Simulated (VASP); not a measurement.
MgO: relaxation of cell and atoms with PBEsol-based screened hybrid

The system is MgO.

```
Mg O
1.0
     0.00000    2.09700    2.09700
     2.09700    0.00000    2.09700
     2.09700    2.09700    0.00000
Mg O
1 1
Cartesian
  0.0000 0.0000 0.0000
  2.0970 2.0970 2.0970
```

```
Program                            : VASP 6.6.1
Task                               : relaxation of cell and atoms
Functional                         : PBEsol-based screened hybrid
Potentials or basis                : VASP PAW PBE potentials, release 64 (Mg, O)
Cutoff                             : 600 eV
k mesh                             : 6 × 6 × 6
Occupations                        : fermi-dirac, width 0.05 eV
Spin                               : no spin polarisation
Dipole correction                  : no
Grid for exact exchange (PRECFOCK) : Normal
Share of exact exchange            : 0.25
Further INCAR settings             : ALGO = Normal; EDIFF = 1e-07; IBRION = 2; EDIFFG = -0.01; NSW = 60; ISIF = 3
Screening parameter                : 0.207 1/Å
```

```json
{"Relaxed volume": "9.07 Å³/atom", "Relaxed cell": "a = 2.950 Å, b = 2.950 Å, c = 2.950 Å, α = 60.00°, β = 60.00°, γ = 60.00°", "Space group after relaxing (to 0.05 Å)": "Fm-3m (No. 225)", "Energy gained by relaxing": "1.3 meV/atom", "Ionic steps": "3", "Pressure after relaxing": "0.0 GPa", "Band gap on the k mesh": "6.69 eV, direct"}
```

Step by step:
| step | energy change (eV) | largest force (eV/Å) | pressure (GPa) | volume (Å³) |
| --- | --- | --- | --- | --- |
| 1 | 0.0000 | 0.0000 | -2.75 | 18.44 |
| 2 | -0.0021 | 0.0000 | 1.23 | 18.02 |
| 3 | -0.0026 | 0.0000 | 0.00 | 18.15 |

Final structure:
```xyz
2
Lattice="0.0000 2.0858 2.0858 2.0858 0.0000 2.0858 2.0858 2.0858 0.0000" Properties=species:S:1:pos:R:3 pbc="T T T"
Mg    0.0000    0.0000    0.0000
O     2.0858    2.0858    2.0858
```

Levels at points of the mesh, in eV from the valence-band top:
| k point | band 2 | band 3 | band 4 | band 5 | band 6 | band 7 |
| --- | --- | --- | --- | --- | --- | --- |
| (0.00, 0.00, 0.00) | 0.00 | 0.00 | 0.00 | 6.69 | 17.81 | 17.81 |
| (0.50, 0.00, 0.00) | -5.11 | -0.75 | -0.75 | 9.77 | 15.14 | 18.54 |
| (0.50, 0.50, 0.00) | -4.56 | -1.53 | -1.53 | 10.76 | 12.11 | 15.60 |

It took 23 min on 1 thread of AMD EPYC 7R13 Processor (Zen 3), on a shared host, peak memory 0.23 GiB.

Caveat: the k points lie up to 0.43 Å⁻¹ apart in the final cell; the PAW data sets were made with another functional, which shifts forces and pressure a little.
